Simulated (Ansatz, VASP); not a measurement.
# K: VASP beside Ansatz

```
CELL_PARAMETERS angstrom
8.42488 0.00000 0.00000
0.00000 8.42488 0.00000
0.00000 0.00000 8.42488
ATOMIC_POSITIONS crystal
K 0.00000 0.00000 0.00000
K 0.50000 0.50000 0.50000
K 0.25000 0.00000 0.50000
K 0.75000 0.00000 0.50000
K 0.50000 0.25000 0.00000
K 0.50000 0.75000 0.00000
K 0.00000 0.50000 0.25000
K 0.00000 0.50000 0.75000
```

Alike in both runs: functional PBE; k mesh 3 × 3 × 3; occupations fermi-dirac, width 0.1 eV; no spin polarisation.

Ansatz relaxed the structure, and its values are those at the end. VASP's run is a single point on that final structure, the one shown.

```csv
,VASP,Ansatz
version,VASP 6.6.1,Ansatz 0.2.0
potentials or method,"VASP PAW PBE potentials, release 64 (K_sv), cutoff 520 eV","plane waves (420 eV) with PAW, scalar-relativistic"
valence electrons in the cell,72,72
```

|  | VASP | Ansatz | Ansatz less VASP |
| --- | --- | --- | --- |
| pressure (GPa) | 0.0 | 0.0 | +0.01 |
